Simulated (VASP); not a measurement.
## CuP: single point with PBE

Crystal: CuP.

```
Cu P
1.0
     0.00000    2.60099    2.60099
     2.60099    0.00000    2.60099
     2.60099    2.60099    0.00000
Cu P
1 1
Direct
  0.00000 0.00000 0.00000
  0.25000 0.25000 0.25000
```

```json
{"Program": "VASP 6.6.1", "Task": "single point", "Functional": "PBE", "Potentials or basis": "VASP PAW PBE potentials, release 64 (Cu_sv_GW, P)", "Cutoff": "820 eV", "k mesh": "18 × 18 × 18", "Occupations": "gaussian, width 0.1 eV", "Spin": "no spin polarisation", "Dipole correction": "no", "Further INCAR settings": "ALGO = Normal; EDIFF = 1e-06; NBANDS = 19"}
```

```json
{"Pressure": "-0.3 GPa", "Band gap on the k mesh": "zero (bands 12 and 13 overlap by 3.74 eV)"}
```

Levels at points of the mesh, in eV from the Fermi level:
```csv
k point,band 8,band 9,band 10,band 11,band 12,band 13,band 14,band 15,band 16,band 17
"(0.00, 0.00, 0.00)",-4.27,-3.24,-3.24,2.53,2.53,2.53,5.36,6.70,6.70,6.70
"(0.50, 0.00, 0.00)",-4.09,-3.17,-3.17,-2.96,1.08,1.08,5.12,7.33,7.33,10.41
"(0.50, 0.50, 0.00)",-3.64,-3.15,-3.05,-2.64,-1.04,-1.04,4.09,4.74,13.78,14.10
```

It took 2.9 min on 1 thread of Intel(R) Xeon(R) Platinum 8488C (Sapphire Rapids), on a shared host, peak memory 0.44 GiB.
